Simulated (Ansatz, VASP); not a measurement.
# Mg4CdS3: VASP beside Ansatz

```
Mg Cd S
1.0
     3.62920    0.00000    0.00000
    -1.81460    3.14298    0.00000
     0.00000    0.00000   13.91053
Mg Cd S
4 1 3
Direct
  0.33333 0.66667 0.60912
  0.66667 0.33333 0.39088
  0.66667 0.33333 0.16648
  0.33333 0.66667 0.83352
  0.00000 0.00000 0.00000
  0.66667 0.33333 0.72136
  0.33333 0.66667 0.27864
  0.00000 0.00000 0.50000
```

Alike in both runs: functional PBE; k mesh 12 × 12 × 4; occupations gaussian, width 0.1 eV; no spin polarisation.

Ansatz relaxed the structure, and its values are those at the end. VASP's run is a single point on that final structure, the one shown.

```csv
,VASP,Ansatz
version,VASP 6.6.1,Ansatz 0.2.0
potentials or method,"VASP PAW PBE potentials, release 64 (Mg, Cd, S), cutoff 520 eV","scalar-relativistic, plane waves, PAW"
valence electrons in the cell,38,78
```

|  | VASP | Ansatz | Ansatz less VASP |
| --- | --- | --- | --- |
| gap on the k mesh at the Fermi level (eV) | none | none | - |
| pressure (GPa) | -0.2 | 0.0 | +0.21 |
| rms of the force components (eV/Å) | 0.004 | 0.000 | -0.0038 |

A gap of «none» marks a metal or a gap that the smearing closes. The functional is the same, so the differences come from potentials, cutoffs and numerics. VASP's potentials hold 38 valence electrons a cell and Ansatz's 78, so a difference there can come from the potentials and not from the codes.
